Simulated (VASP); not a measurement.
# Sb (P2_1/c) in VASP: single point with PBE+D3(BJ)

Aim: the single point of Sb with PBE+D3(BJ).

All numbers are computed with VASP 6.6.1; they aren't measurements. Logs are shortened: lines on timing, memory, paths and dates and some standing lists are left out, and cuts for length are marked.

## 1. The cell of the first run

The typed cell holds 8 atoms: a = 6.319 Å, b = 6.319 Å, c = 6.342 Å, α = 103.64°, β = 103.64°, γ = 93.11°.

## 2. Single point, PBE+D3(BJ)

Contents of INCAR:

```
SYSTEM = Sb
PREC = Accurate
ENCUT = 500
EDIFF = 1E-6
ISMEAR = 0
SIGMA = 0.1
LREAL = .FALSE.
LASPH = .TRUE.
NELM = 120
ALGO = Normal
ISIF = 2
LWAVE = .FALSE.
LCHARG = .FALSE.
GGA = PE
IVDW = 12
NBANDS = 30
GGA_COMPAT = .FALSE.
```

Contents of KPOINTS:

```
regular mesh
0
G
  6 6 6
  0 0 0
```

Contents of POSCAR:

```
Sb
1.0
    4.3452478805      0.0010137976     -4.5878249507
    4.3452478805      0.0010137976      4.5878249507
   -2.1740282773     -5.9577121218      0.0000000000
Sb
8
Direct
    0.5790674700      0.5405954214      0.2394185105
    0.0790674700      0.0405954214      0.2394185105
    0.0405954214      0.5790674700      0.2394185105
    0.5405954214      0.0790674700      0.2394185105
    0.4209325300      0.4594045786      0.7605814895
    0.9209325300      0.9594045786      0.7605814895
    0.9594045786      0.4209325300      0.7605814895
    0.4594045786      0.9209325300      0.7605814895
```

Potentials or basis: VASP PAW PBE potentials, release 64 (Sb).

The run is started by

```sh
cat potpaw_PBE.64/Sb/POTCAR > POTCAR
mpirun -np 1 vasp_std > vasp.out
```

OUTCAR:

```text
SYSTEM = Sb
   PREC = Accurate
   ENCUT = 500
   EDIFF = 1E-6
   ISMEAR = 0
   LREAL = .FALSE.
   LASPH = .TRUE.
   NELM = 120
   ISIF = 2
   GGA = PE
   IVDW = 12
 IVDW          = 12

 ion  position               nearest neighbor table
   1  0.579  0.541  0.239-   5 2.87   4 2.91   3 2.91   4 3.42   3 3.42
   2  0.079  0.041  0.239-   6 2.87   4 2.91   3 2.91   3 3.42   4 3.42
   3  0.041  0.579  0.239-   7 2.87   2 2.91   1 2.91   1 3.42   2 3.42
   4  0.541  0.079  0.239-   8 2.87   2 2.91   1 2.91   2 3.42   1 3.42
   5  0.421  0.459  0.761-   1 2.87   7 2.91   8 2.91   7 3.42   8 3.42
   6  0.921  0.959  0.761-   2 2.87   7 2.91   8 2.91   8 3.42   7 3.42
   7  0.959  0.421  0.761-   3 2.87   5 2.91   6 2.91   6 3.42   5 3.42
   8  0.459  0.921  0.761-   4 2.87   5 2.91   6 2.91   5 3.42   6 3.42

  LATTYP: Found a base centered monoclinic cell.
 ALAT       =     8.6904959975
 B/A-ratio  =     1.0558258014
 C/A-ratio  =     0.7297606218
 COS(beta)  =    -0.3430186816

  Lattice vectors:

 A1 = (   4.3452478805,   0.0010137976,  -4.5878249507)
 A2 = (   4.3452478805,   0.0010137976,   4.5878249507)
 A3 = (  -2.1740282773,  -5.9577121218,   0.0000000000)

Analysis of symmetry for initial positions (statically):
=====================================================================
 Subroutine PRICEL returns following result:

  LATTYP: Found a simple monoclinic cell.
 ALAT       =     4.3452479988
 B/A-ratio  =     1.0558258014
 C/A-ratio  =     1.4590805855
 COS(beta)  =    -0.3422408278

  Lattice vectors:

 A1 = (   4.3452478805,   0.0010137976,   0.0000000000)
 A2 = (   0.0000000000,   0.0000000000,  -4.5878249507)
 A3 = (  -2.1712196032,   5.9566983242,   0.0000000000)

   2 primitive cells build up your supercell.

 Routine SETGRP: Setting up the symmetry group for a
 base centered monoclinic supercell.

 Subroutine GETGRP returns: Found  4 space group operations
 (whereof  2 operations were pure point group operations)
 out of a pool of  4 trial point group operations.

The static configuration has the point symmetry S_2 .
 The point group associated with its full space group is C_2h.

Analysis of symmetry for dynamics (positions and initial velocities):
=====================================================================
 Subroutine PRICEL returns following result:

  LATTYP: Found a simple monoclinic cell.
 ALAT       =     4.3452479988
 B/A-ratio  =     1.0558258014
 C/A-ratio  =     1.4590805855
 COS(beta)  =    -0.3422408278

  Lattice vectors:
[... 124 lines left out ...]
   NFREE  =      0    steps in history (QN), initial steepest desc. (CG)
   ISIF   =      2    stress and relaxation
   ISYM   =      2    0-nonsym 1-usesym 2-fastsym
   POTIM  = 0.5000    time-step for ionic-motion
   TEBEG  =    0.0;   TEEND  =   0.0 temperature during run
   PSTRESS=    0.0 pullay stress
   NELECT =      40.0000    total number of electrons
   NUPDOWN=      -1.0000    fix difference up-down
   EMIN   =  10.00;   EMAX   =-10.00  energy-range for DOS
   EFERMI =   0.00;   METHOD = LEGACY
   ISMEAR =     0;   SIGMA  =   0.10  broadening in eV -4-tet -1-fermi 0-gaus
   EFERMI_NEDOS =   21; number of points for ismear=-14 and -15
   IALGO  =     38    algorithm
   IMIX   =      4    mixing-type and parameters
     AMIX     =   0.40;   BMIX     =  1.00
     AMIX_MAG =   1.60;   BMIX_MAG =  1.00
  volume/ion in A,a.u.               =      29.69       200.36
  Fermi-wavevector in a.u.,A,eV,Ry     =   0.904059  1.708424 11.120354  0.817323
  Thomas-Fermi vector in A             =   2.027460
   LORBIT       =      0    0 simple, 1 ext, 2 COOP (PROOUT), +10 PAW based schemes
   GGA     = PE    functional components
   LHFCALC =     F    Hartree Fock is set to
   AEXX    =    0.0000 exact exchange contribution
   IVDW    =    12    specifies the selected vdW correction
   LEPSILON=     F    determine dielectric tensor
   LRPA    =     F    only Hartree local field effects (RPA)
 non-spin polarized calculation
 Gauss-broadening in eV      SIGMA  =   0.10
  energy-cutoff  :      500.00
  volume of cell :      237.52
 maximum number of plane-waves:      6071
 NGX is ok and might be reduce to    48
   NGX = 23   NGY = 23   NGZ = 23

 number of electron      40.0000001 magnetization

 Free energy of the ion-electron system (eV)
  ---------------------------------------------------
  ext. energy  EPLUGINS =         0.00000000
  ---------------------------------------------------
  free energy    TOTEN  =       -32.54316199 eV

  energy without entropy =      -32.53861448  energy(sigma->0) =      -32.54088824

 E-fermi :   7.0250     XC(G=0):  -9.6457

 val. band max:        6.9574252694   @ k =  -0.1667   0.1667   0.5000
 cond. band min:       7.0769567052   @ k =   0.3333   0.1667   0.3333
 fundamental gap:      0.1195314358
 Fermi energy:         7.0250400079

 k-point     1 :       0.0000    0.0000    0.0000
  band No.  band energies     occupation
      1      -5.3091      2.00000
      2      -2.7501      2.00000
      3      -2.7501      2.00000
      4      -2.6315      2.00000
      5      -1.0434      2.00000
      6      -1.0434      2.00000
[... 781 lines left out ...]
     29      11.0944      0.00000
     30      11.1000      0.00000

 [... further k-points ...]

------------------------ aborting loop because EDIFF is reached ----------------------------------------

 Edisp (eV)   -3.84404

 E8    (eV) :    -1.7916

  FORCE on cell =-STRESS in cart. coord.  units (eV):
  Direction    XX          YY          ZZ          XY          YZ          ZX
  --------------------------------------------------------------------------------------
  -------------------------------------------------------------------------------------
  Total      -0.03762     0.37828     0.27503    -0.02760     0.00000     0.00000
  in kB      -0.25373     2.55173     1.85523    -0.18618     0.00000     0.00000
  external pressure =        1.38 kB  Pullay stress =        0.00 kB

 VOLUME and BASIS-vectors are now :
 -----------------------------------------------------------------------------
  energy-cutoff  :      500.00
  volume of cell :      237.52
      direct lattice vectors                 reciprocal lattice vectors
     4.345247880  0.001013798 -4.587824951     0.115078032 -0.041993116 -0.108984106
     4.345247880  0.001013798  4.587824951     0.115078032 -0.041993116  0.108984106
    -2.174028277 -5.957712122  0.000000000     0.000039165 -0.167863959  0.000000000

 POSITION                                       TOTAL-FORCE (eV/Angst)
 -----------------------------------------------------------------------------------
      4.34471     -1.42525     -0.17650         0.000493     -0.023841      0.027229
     -0.00054     -1.42627     -0.17650         0.000493     -0.023841      0.027229
      2.17209     -1.42576      2.47042         0.000493     -0.023841     -0.027229
      2.17209     -1.42576     -2.11741         0.000493     -0.023841     -0.027229
      2.17176     -4.53043      0.17650        -0.000493      0.023841     -0.027229
      6.51701     -4.52942      0.17650        -0.000493      0.023841     -0.027229
      4.34438     -4.52993     -2.47042        -0.000493      0.023841      0.027229
      4.34438     -4.52993      2.11741        -0.000493      0.023841      0.027229
 -----------------------------------------------------------------------------------
    total drift:                                0.000000      0.000000     -0.000000

  FREE ENERGIE OF THE ION-ELECTRON SYSTEM (eV)
  ---------------------------------------------------
  free  energy   TOTEN  =       -36.3872045996 eV

  energy  without entropy=      -36.3826570922  energy(sigma->0) =      -36.38493085
```

stdout:

```text
POSCAR found type information on POSCAR Sb
 POSCAR found :  1 types and       8 ions
 scaLAPACK will be used
 LDA part: xc-table for (Slater+PW92), standard interpolation
 POSCAR, INCAR and KPOINTS ok, starting setup
 FFT: planning ... GRIDC
 FFT: planning ... GRID_SOFT
 FFT: planning ... GRID
 WAVECAR not read
 entering main loop
```

Wall time 13 min (1 thread of Oxide Virtual Turin-like, shared host); peak memory 0.49 GiB.

What came out:

```
Free energy                : -36.3872 eV
Pressure                   : 0.1 GPa
Largest force              : 0.036 eV/Å
Band gap on the k mesh     : zero (bands 20 and 21 overlap by 0.50 eV)
Dispersion energy per atom : -0.481 eV
```

Forces on the atoms (eV/Å):
```
Sb   0.000 -0.024  0.027
Sb   0.000 -0.024  0.027
Sb   0.000 -0.024 -0.027
Sb   0.000 -0.024 -0.027
Sb   0.000  0.024 -0.027
Sb   0.000  0.024 -0.027
Sb   0.000  0.024  0.027
Sb   0.000  0.024  0.027
```

Caveat: spin-orbit coupling is left out, which moves the levels of the heavy elements.

The gap in the log of VASP goes by the Fermi energy; the results here count the filled bands.